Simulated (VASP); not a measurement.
# C (R-3m) in VASP: a series of runs, part 2 of 2

VASP 6.6.1. Earlier steps stand in the parts before.

## Step 4: Single point, r2SCAN

This run uses another cell than the first one, of 9.19 Å³/atom.

POSCAR reads:

```
C
1.0
    1.2279165312      0.7089379398      3.5190776898
   -1.2279165312      0.7089379398      3.5190776898
    0.0000000000     -1.4178758797      3.5190776898
C
2
Direct
    0.1666424286      0.1666424286      0.1666424286
    0.8333575714      0.8333575714      0.8333575714
```

INCAR.step1 reads:

```
SYSTEM = C
  PREC = Accurate
  ENCUT = 520
  ISMEAR = 0
  SIGMA = 0.02
  LREAL = .FALSE.
  LASPH = .TRUE.
  NELM = 80
  NBANDS = 11
  GGA = PE
  ALGO = Normal
  EDIFF = 1E-4
  LWAVE = .TRUE.
  LCHARG = .FALSE.
```

INCAR.step2 reads:

```
SYSTEM = C
  PREC = Accurate
  ENCUT = 520
  EDIFF = 1E-7
  ISMEAR = 0
  SIGMA = 0.02
  LREAL = .FALSE.
  LASPH = .TRUE.
  NELM = 80
  ALGO = Normal
  ISIF = 2
  LWAVE = .FALSE.
  LCHARG = .FALSE.
  METAGGA = R2SCAN
  LMIXTAU = .TRUE.
  NBANDS = 11
  ISTART = 1
```

KPOINTS reads:

```
regular mesh
0
G
  18 18 18
  0 0 0
```

Potentials or basis: VASP PAW PBE potentials, release 64 (C).

Command:

```console
$ cat potpaw_PBE.64/C/POTCAR > POTCAR
$ cp INCAR.step1 INCAR
$ mpirun -np 1 vasp_std > vasp.out
$ cp INCAR.step2 INCAR
$ mpirun -np 1 vasp_std > vasp.out
```

OUTCAR:

```text
SYSTEM = C
   PREC = Accurate
   ENCUT = 520
   EDIFF = 1E-7
   ISMEAR = 0
   LREAL = .FALSE.
   LASPH = .TRUE.
   NELM = 80
   ISIF = 2
   METAGGA = R2SCAN
   ISTART = 1

 ion  position               nearest neighbor table
   1  0.167  0.167  0.167-   2 1.42   2 1.42   2 1.42
   2  0.833  0.833  0.833-   1 1.42   1 1.42   1 1.42

  LATTYP: Found a trigonal (rhomboedric) cell.
 ALAT       =     3.7939794144
 COS(alpha) =     0.7905030291

  Lattice vectors:

 A1 = (   1.2279165312,   0.7089379398,   3.5190776898)
 A2 = (  -1.2279165312,   0.7089379398,   3.5190776898)
 A3 = (   0.0000000000,  -1.4178758797,   3.5190776898)

Analysis of symmetry for initial positions (statically):
=====================================================================
 Subroutine PRICEL returns:
 Original cell was already a primitive cell.

 Routine SETGRP: Setting up the symmetry group for a
 trigonal (rhombohedral) supercell.

 Subroutine GETGRP returns: Found 12 space group operations
 (whereof 12 operations were pure point group operations)
 out of a pool of 12 trial point group operations.

The static configuration has the point symmetry D_3d.

Analysis of symmetry for dynamics (positions and initial velocities):
=====================================================================
 Subroutine PRICEL returns:
 Original cell was already a primitive cell.

 Routine SETGRP: Setting up the symmetry group for a
 trigonal (rhombohedral) supercell.

 Subroutine GETGRP returns: Found 12 space group operations
 (whereof 12 operations were pure point group operations)
 out of a pool of 12 trial point group operations.

The dynamic configuration has the point symmetry D_3d.

 Subroutine INISYM returns: Found 12 space group operations
 (whereof 12 operations are pure point group operations),
 and found     1 'primitive' translations

----------------------------------------------------------------------------------------

                                     Primitive cell

  volume of cell :      18.3805

  direct lattice vectors                    reciprocal lattice vectors
     1.227916531  0.708937940  3.519077690     0.407193801  0.235093451  0.094721789
    -1.227916531  0.708937940  3.519077690    -0.407193801  0.235093451  0.094721789
     0.000000000 -1.417875880  3.519077690     0.000000000 -0.470186902  0.094721789

  length of vectors
     3.793979414  3.793979414  3.793979414     0.479633130  0.479633130  0.479633130

  position of ions in fractional coordinates (direct lattice)
     0.166642429  0.166642429  0.166642429
     0.833357571  0.833357571  0.833357571

  ion indices of the primitive-cell ions
   primitive index   ion index
                 1           1
                 2           2

----------------------------------------------------------------------------------------

 KPOINTS: regular mesh

Automatic generation of k-mesh.
 Grid dimensions read from file:
 generate k-points for:   18   18   18

 Generating k-lattice:

  Cartesian coordinates                     Fractional coordinates (reciprocal lattice)
     0.022621878  0.013060747  0.005262322     0.055555556  0.000000000  0.000000000
    -0.022621878  0.013060747  0.005262322     0.000000000  0.055555556  0.000000000
     0.000000000 -0.026121495  0.005262322     0.000000000  0.000000000  0.055555556

  Length of vectors
     0.026646285  0.026646285  0.026646285

  Shift w.r.t. Gamma in fractional coordinates (k-lattice)
     0.000000000  0.000000000  0.000000000

 Subroutine IBZKPT returns following result:
 ===========================================

 Found    580 irreducible k-points:

 Following reciprocal coordinates:
            Coordinates               Weight
  0.000000  0.000000  0.000000      1.000000
  0.055556 -0.000000 -0.000000      6.000000
  0.111111 -0.000000 -0.000000      6.000000
  0.166667  0.000000 -0.000000      6.000000
  0.222222  0.000000 -0.000000      6.000000
  0.277778 -0.000000 -0.000000      6.000000
[... 16 lines left out ...]
 -0.277778  0.055556  0.000000     12.000000
 -0.222222  0.055556  0.000000     12.000000
 [... further k-points ...]
   k-points           NKPTS =    580   k-points in BZ     NKDIM =    580   number of bands    NBANDS=     11
   number of dos      NEDOS =    301   number of ions     NIONS =      2
   total plane-waves  NPLWV =  21952
   dimension x,y,z NGX =    28 NGY =   28 NGZ =   28
   dimension x,y,z NGXF=    56 NGYF=   56 NGZF=   56
   ions per type =               2
   NGX,Y,Z   is equivalent  to a cutoff of  12.27, 12.27, 12.27 a.u.
   NGXF,Y,Z  is equivalent  to a cutoff of  24.54, 24.54, 24.54 a.u.
 SYSTEM =  C
   PREC   = accura    normal or accurate (medium, high low for compatibility)
   ISTART =      1    job   : 0-new  1-cont  2-samecut
   ICHARG =      0    charge: 1-file 2-atom 10-const
   ISPIN  =      1    spin polarized calculation?
   LNONCOLLINEAR =      F non collinear calculations
   LSORBIT =      F    spin-orbit coupling
   LASPH  =      T    aspherical Exc in radial PAW
   ENCUT  =  520.0 eV  38.22 Ry    6.18 a.u.   7.05  7.05  7.05*2*pi/ulx,y,z
   NELM   =     80;   NELMIN=  2; NELMDL=  0     # of ELM steps
   EDIFF  = 0.1E-06   stopping-criterion for ELM
   LREAL  =      F    real-space projection
   EDIFFG = 0.1E-05   stopping-criterion for IOM
   NSW    =      0    number of steps for IOM
   IBRION =     -1    ionic relax: 0-MD 1-quasi-New 2-CG
   NFREE  =      0    steps in history (QN), initial steepest desc. (CG)
   ISIF   =      2    stress and relaxation
   ISYM   =      2    0-nonsym 1-usesym 2-fastsym
   POTIM  = 0.5000    time-step for ionic-motion
   TEBEG  =    0.0;   TEEND  =   0.0 temperature during run
   PSTRESS=    0.0 pullay stress
   NELECT =       8.0000    total number of electrons
   NUPDOWN=      -1.0000    fix difference up-down
   EMIN   =  10.00;   EMAX   =-10.00  energy-range for DOS
   EFERMI =   0.00;   METHOD = LEGACY
   ISMEAR =     0;   SIGMA  =   0.02  broadening in eV -4-tet -1-fermi 0-gaus
   EFERMI_NEDOS =   21; number of points for ismear=-14 and -15
   IALGO  =     38    algorithm
   IMIX   =      4    mixing-type and parameters
     AMIX     =   0.40;   BMIX     =  1.00
     AMIX_MAG =   1.60;   BMIX_MAG =  1.00
  volume/ion in A,a.u.               =       9.19        62.02
  Fermi-wavevector in a.u.,A,eV,Ry     =   1.240659  2.344506 20.942561  1.539235
  Thomas-Fermi vector in A             =   2.375090
   LORBIT       =      0    0 simple, 1 ext, 2 COOP (PROOUT), +10 PAW based schemes
   METAGGA = R2SCAN    functional components
   LHFCALC =     F    Hartree Fock is set to
   AEXX    =    0.0000 exact exchange contribution
   IVDW    =     0    specifies the selected vdW correction
   LEPSILON=     F    determine dielectric tensor
   LRPA    =     F    only Hartree local field effects (RPA)
 non-spin polarized calculation
 Gauss-broadening in eV      SIGMA  =   0.02
  energy-cutoff  :      520.00
  volume of cell :       18.38
 maximum number of plane-waves:       510
   NGX = 13   NGY = 13   NGZ = 13

 number of electron       8.0000000 magnetization

 Free energy of the ion-electron system (eV)
  ---------------------------------------------------
  ext. energy  EPLUGINS =         0.00000000
  ---------------------------------------------------
  free energy    TOTEN  =       -19.87636844 eV

  energy without entropy =      -19.87636844  energy(sigma->0) =      -19.87636844

 E-fermi :   4.2175     XC(G=0): -10.8027

 val. band max:        4.0230127260   @ k =  -0.3333   0.3333   0.0000
 cond. band min:       4.5446244765   @ k =  -0.3333   0.3333   0.0000
 fundamental gap:      0.5216117505
 Fermi energy:         4.2174557073

 k-point     1 :       0.0000    0.0000    0.0000
  band No.  band energies     occupation
      1     -16.6628      2.00000
      2      -3.0106      2.00000
      3       1.0765      2.00000
      4       1.0765      2.00000
      5       8.3058      0.00000
      6      13.0322      0.00000
      7      13.0322      0.00000
      8      16.7262      0.00000
      9      17.6207      0.00000
     10      28.3536      0.00000
     11      29.5353      0.00000
[... 309 lines left out ...]
 k-point    24 :      -0.2222    0.0556    0.0000
  band No.  band energies     occupation
      1     -15.0325      2.00000
      2      -3.6520      2.00000
      3      -1.3072      2.00000
      4      -1.2189      2.00000
      5      10.4077      0.00000
      6      11.9419      0.00000
      7      13.2213      0.00000
      8      17.9561      0.00000
      9      20.9568      0.00000
     10      23.7398      0.00000
     11      28.2297      0.00000

 [... further k-points ...]
[... 5 lines left out ...]
  --------------------------------------------------------------------------------------
  -------------------------------------------------------------------------------------
  Total        0.1205241      0.1205241     -0.0115394      0.0000000      0.0000000      0.0000000
  in kB       10.5057525     10.5057525     -1.0058558      0.0000000      0.0000000      0.0000000
  external PRESSURE =       6.6685498 kB  Pullay stress =       0.0000000 kB

 VOLUME and BASIS-vectors are now :
 -----------------------------------------------------------------------------
  energy-cutoff  :      520.00
  volume of cell :       18.38
      direct lattice vectors                 reciprocal lattice vectors
     1.227916531  0.708937940  3.519077690     0.407193801  0.235093451  0.094721789
    -1.227916531  0.708937940  3.519077690    -0.407193801  0.235093451  0.094721789
     0.000000000 -1.417875880  3.519077690     0.000000000 -0.470186902  0.094721789

 POSITION                                       TOTAL-FORCE (eV/Angst)
 -----------------------------------------------------------------------------------
      0.00000     -0.00000      1.75928         0.000000     -0.000000      0.002447
      0.00000     -0.00000      8.79795         0.000000      0.000000     -0.002447
 -----------------------------------------------------------------------------------
    total drift:                                0.000000     -0.000000     -0.000000

  FREE ENERGIE OF THE ION-ELECTRON SYSTEM (eV)
  ---------------------------------------------------
  free  energy   TOTEN  =       -19.8763684436 eV

  energy  without entropy=      -19.8763684436  energy(sigma->0) =      -19.87636844
```

Wall time 20 min (1 thread of Intel Xeon 8259CL, shared host); peak memory 0.23 GiB.

Results:

```yaml
Free_energy: -19.8764 eV
Pressure: 0.7 GPa
```

Forces in eV/Å, atoms in the order of the input:
```
C    0.000  0.000  0.002
C    0.000  0.000 -0.002
```

Caveat: the PAW data sets were made with another functional, which shifts forces and pressure a little.

## Step 5: Overview

| task | cell | k mesh | cutoff (eV) | smearing | pressure (GPa) |
| --- | --- | --- | --- | --- | --- |
| relaxation of shape and atoms at fixed volume | relaxed from a = 3.926 Å, angles 36.8°, 2 atoms | 18 × 18 × 18 | 600 | gaussian 0.02 eV | -1.2 |
| single point | a = 3.794 Å, angles 37.8°, 2 atoms | 12 × 12 × 12 | 520 | gaussian 0.05 eV | 0.7 |
| single point | a = 3.794 Å, angles 37.8°, 2 atoms | 18 × 18 × 18 | 520 | gaussian 0.02 eV | 0.7 |

Alike in all rows: level r2SCAN; potentials or basis VASP PAW PBE potentials, release 64 (C); no spin polarisation.

Caveats: the PAW data sets were made with another functional, which shifts forces and pressure a little.

Absolute energies hang on the potentials; compare differences alone.
